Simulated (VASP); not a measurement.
Input of a VASP 6.6.1 run:

File INCAR:

```
SYSTEM = SnTe
  PREC = Accurate
  ENCUT = 500
  EDIFF = 1E-6
  ISMEAR = 0
  SIGMA = 0.01
  LREAL = .FALSE.
  LASPH = .TRUE.
  NELM = 120
  ALGO = Normal
  ISIF = 2
  LWAVE = .FALSE.
  LCHARG = .TRUE.
  LELF = .TRUE.
  LVHAR = .TRUE.
  NBANDS = 17
  GGA_COMPAT = .FALSE.
```

The input KPOINTS:

```
Automatic mesh
0
G
  4 4 4
  0 0 0
```

Contents of POSCAR:

```
SnTe
1.0
    0.0000000000      3.6111500000      3.6111500000
    3.6111500000      0.0000000000      3.6111500000
    3.6111500000      3.6111500000      0.0000000000
Sn Te
1 1
Direct
    0.9895707991      0.9946392009      0.9818107991
    0.7376400000      0.7609500000      0.7361200000
```

Potentials or basis: VASP PAW LDA potentials, release 64 (Sn_d, Te).

Launch:

```bash
$ cat potpaw_LDA.64/Sn_d/POTCAR potpaw_LDA.64/Te/POTCAR > POTCAR
$ mpirun -np 1 vasp_std > vasp.out
```

Task: What does it give for the pressure?

Result: -2.3 GPa.

Task: Estimate the largest force.

Result: 0.209 eV/Å.

Stress tensor (GPa, compression positive):
```
-2.26  0.22  0.04
 0.22 -2.35  0.32
 0.04  0.32 -2.27
```

Caveat: the k points lie up to 0.38 Å⁻¹ apart.
